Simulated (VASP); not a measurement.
A run of VASP 6.6.1 is set up as follows.

File INCAR:

```
SYSTEM = Cd36S36O
  PREC = Accurate
  ENCUT = 520
  EDIFF = 1E-6
  ISMEAR = -1
  SIGMA = 0.01
  LREAL = Auto
  LASPH = .True.
  NELM = 120
  ALGO = Normal
  ISIF = 2
  LWAVE = .False.
  LCHARG = .False.
  GGA = PE
  NBANDS = 369
  GGA_COMPAT = .False.
  ISYM = -1
  KPAR = 1
```

The input KPOINTS:

```
explicit points
1
Reciprocal
  0.25000000   0.25000000   0.25000000 1
```

Contents of POSCAR:

```
Cd36S36O
1.0
   12.4916763700     -0.0000000900      0.0000000000
   -6.2458381100     10.8181091200      0.0000000000
    0.0000000000      0.0000000000     13.5350132800
Cd S O
36 36 1
Direct
    0.2215758062      0.1117358872      0.2475149400
    0.1081558616      0.2225008070     -0.0004616176
    0.2205491110      0.1118629888      0.7530364979
    0.1088419424      0.2238390261      0.5002111827
    0.2211460095      0.4446010820      0.2492698699
    0.1091488554      0.5559486360     -0.0010515690
    0.2203270590      0.4435965626      0.7503772468
    0.1088021921      0.5571175094      0.4996146557
    0.2210829531      0.7774181168      0.2492112812
    0.1028744670      0.8845985840      0.0005150346
    0.2216326183      0.7772702167      0.7516304410
    0.1163311773      0.8950485619      0.5006610529
    0.5538635102      0.1104003515      0.2500266479
    0.4409038699      0.2202103910     -0.0011564082
    0.5536914745      0.1096731450      0.7496806091
    0.4410228281      0.2211066660      0.5004749430
    0.5473289565      0.4399706082      0.2550246482
    0.4431099450      0.5549804474     -0.0005412629
    0.5506639409      0.4423607672      0.7440342164
    0.4407693672      0.5577831553      0.5001406988
    0.5551709461      0.7768840152      0.2484401700
    0.4420336629      0.8881047449      0.0004822308
    0.5536954447      0.7774361449      0.7525131885
    0.4420027911      0.8890982641      0.4999984012
    0.8871974314      0.1125615453      0.2481579390
    0.7739563267      0.2195668433     -0.0010359798
    0.8881146024      0.1121044414      0.7526000004
    0.7748019344      0.2236241142      0.4997813345
    0.8898998221      0.4429801943      0.2502194811
    0.7754885745      0.5564004766     -0.0364307733
    0.8888234905      0.4428234201      0.7461594452
    0.7754090820      0.5574754334      0.5005243704
    0.8974613848      0.7966631678      0.2664019551
    0.7776139139      0.8835335236      0.0009381594
    0.8906491464      0.7834616924      0.7361528056
    0.7727032302      0.8955226798      0.5008000258
    0.2208900883      0.1143999387      0.4363566461
    0.1095798305      0.2228315488      0.1882006281
    0.2181633272      0.1090463228      0.9407687851
    0.1091544205      0.2218646515      0.6887815185
    0.2195273020      0.4455363656      0.4378786247
    0.1101326980      0.5557566432      0.1874027714
    0.2204012516      0.4443916184      0.9386138556
    0.1110959764      0.5564473369      0.6879329785
    0.2206393256      0.7785920743      0.4375690572
    0.1092093061      0.8886913511      0.1894275940
    0.2198661736      0.7781087181      0.9398179918
    0.1158800319      0.8922054588      0.6878381134
    0.5529560116      0.1111356926      0.4384042983
    0.4433563562      0.2218442256      0.1874151837
    0.5524629849      0.1094629419      0.9380677165
    0.4410767249      0.2192821327      0.6883359334
    0.5516501262      0.4443649991      0.4435560480
    0.4428939567      0.5546272434      0.1879848174
    0.5467033723      0.4392343428      0.9326293029
    0.4417035124      0.5570010408      0.6881677031
    0.5529427030      0.7785086984      0.4369653637
    0.4432862159      0.8884847558      0.1887527516
    0.5544825427      0.7775570533      0.9405642785
    0.4427050952      0.8878732811      0.6885490104
    0.8878173875      0.1151461929      0.4368587513
    0.7752239095      0.2225720820      0.1874067611
    0.8855646911      0.1083565591      0.9404745113
    0.7752552752      0.2206000183      0.6879750176
    0.8863723133      0.4457353893      0.4397856047
    0.7785399638      0.5647245745      0.2206270462
    0.8884870692      0.4402672433      0.9350376493
    0.7760076888      0.5551254848      0.6894029438
    0.8895729445      0.7849870976      0.4527269293
    0.7779736944      0.8900068361      0.1895663452
    0.8913893409      0.7856423878      0.9232943287
    0.7734518449      0.8921334554      0.6879950398
    0.8010017063      0.6279868318      0.1126280387
```

Potentials or basis: VASP PAW PBE potentials, release 64 (Cd, S, O).

Launch:

```bash
$ cat potpaw_PBE.64/Cd/POTCAR potpaw_PBE.64/S/POTCAR potpaw_PBE.64/O/POTCAR > POTCAR
$ mpirun -np 4 vasp_std > vasp.out
```

Q: What does it give for the band gap on the k mesh?

A: 1.97 eV.

Q: Predict the pressure.

A: 2.0 GPa.

Q: What does it give for the largest force?

A: 0.118 eV/Å.

Stress tensor (GPa, compression positive):
```
 1.88 -0.17 -0.02
-0.17  1.76  0.05
-0.02  0.05  2.37
```
